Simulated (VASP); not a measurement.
Runs of VASP 6.6.1 on La. The structure is that of space group P6/mmm (No. 191), or close to it. The cells are those of the table. 

| task | cell | cutoff (eV) | k mesh for the DOS | occupations for the DOS | gap on the mesh (eV) | pressure (GPa) |
| --- | --- | --- | --- | --- | --- | --- |
| single point | a = 3.388, b = 3.388, c = 3.346 Å, angles 90.0, 90.0, 120.0°, 1 atom | 520 | - | - | none | 3.1 |
| relaxation of shape and atoms at fixed volume | relaxed from a = 3.107, b = 3.107, c = 3.095 Å, angles 90.0, 90.0, 120.0°, 1 atom | 600 | - | - | none | 14.6 |
| single point | a = 3.011, b = 3.011, c = 2.824 Å, angles 90.0, 90.0, 120.0°, 1 atom | 520 | - | - | none | (a) |
| single point | a = 3.164, b = 3.164, c = 2.983 Å, angles 90.0, 90.0, 120.0°, 1 atom | 520 | - | - | none | 14.6 |
| relaxation of shape and atoms at fixed volume | relaxed from a = 2.777, b = 2.777, c = 2.766 Å, angles 90.0, 90.0, 120.0°, 1 atom | 600 | - | - | none | 66.4 |
| single point | a = 2.628, b = 2.628, c = 2.471 Å, angles 90.0, 90.0, 120.0°, 1 atom | 520 | - | - | none | 168.0 |
| relaxation of shape and atoms at fixed volume | relaxed from a = 2.578, b = 2.578, c = 2.568 Å, angles 90.0, 90.0, 120.0°, 1 atom | 600 | - | - | none | 168.1 |

Alike in all rows: level PBE; potentials or basis VASP PAW PBE potentials, release 64 (La); no spin polarisation; k mesh 12 × 12 × 11; smearing fermi-dirac 0.08 eV.

Fill in the values left out.

(a) 30.1.

Caveats: spin-orbit coupling is left out, which moves the levels of the heavy elements.

A k mesh can miss the band edges, and the runs leave out spin-orbit coupling on La.

A gap of «none» marks levels without a gap at the run's occupations.
